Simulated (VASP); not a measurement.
TiS2, 3 atoms in the cell. It takes space group P-3m1 (No. 164, trigonal). Conventional cell: a = 3.413 Å, b = 3.413 Å, c = 6.468 Å, α = 90.00°, β = 90.00°, γ = 120.00°. Within 3.2 Å of Ti (site symmetry -3m) lie 6 S at 2.43 Å. S (site symmetry 3m) has 3 Ti at 2.43 Å within 3.2 Å. 

- Program: VASP 6.6.1
- Task: single point
- Functional: LDA
- Potentials or basis: VASP PAW LDA potentials, release 64 (Ti_sv, S)
- Cutoff: 500 eV
- k mesh: 12 × 12 × 6
- Occupations: gaussian, width 0.05 eV
- Spin: non-collinear spin, zero start, spin-orbit coupling
- Starting moments: [[0.0, 0.0, 0.0], [0.0, 0.0, 0.0], [0.0, 0.0, 0.0]] μB
- Dipole correction: no
- Further INCAR settings: ALGO = Normal; EDIFF = 1e-06; NBANDS = 37

Potentials or basis: VASP PAW LDA potentials, release 64 (Ti_sv, S).

Launch:

```bash
$ cat potpaw_LDA.64/Ti_sv/POTCAR potpaw_LDA.64/S/POTCAR > POTCAR
$ mpirun -np 1 vasp_ncl > vasp.out
```

Hardware: 1 thread of Oxide Virtual Turin-like Processor, on a shared host.

Estimate the wall time of this run.

It took 17 min on 1 thread of Oxide Virtual Turin-like Processor, on a shared host, peak memory 0.43 GiB. Counts: scf iterations 17, k points 100.
